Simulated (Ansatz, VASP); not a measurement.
One calculation of Cd, two programs

```
Cd
1.0
     0.00000    3.22085    3.22085
     3.22085    0.00000    3.22085
     3.22085    3.22085    0.00000
Cd
2
Direct
  0.12500 0.12500 0.12500
  0.87500 0.87500 0.87500
```

Alike in both runs: functional PBEsol; k mesh 9 × 9 × 9; occupations fermi-dirac, width 0.1 eV; no spin polarisation.

Ansatz relaxed the structure, and its values are those at the end. VASP's run is a single point on that final structure, the one shown.

```csv
,VASP,Ansatz
version,VASP 6.6.1,Ansatz 0.2.0
potentials or method,"VASP PAW PBE potentials, release 64 (Cd), cutoff 520 eV","plane waves (420 eV) with PAW, scalar-relativistic"
valence electrons in the cell,24,40
```

Ansatz gave:

- pressure (GPa): 0.0

Problem. Estimate VASP's values.

Solution. Pressure (GPa): 0.2.

VASP's potentials were made for PBE, not for PBEsol, and Ansatz warns of the same on its side. VASP's potentials hold 24 valence electrons a cell and Ansatz's 40, so a difference there can come from the potentials and not from the codes.
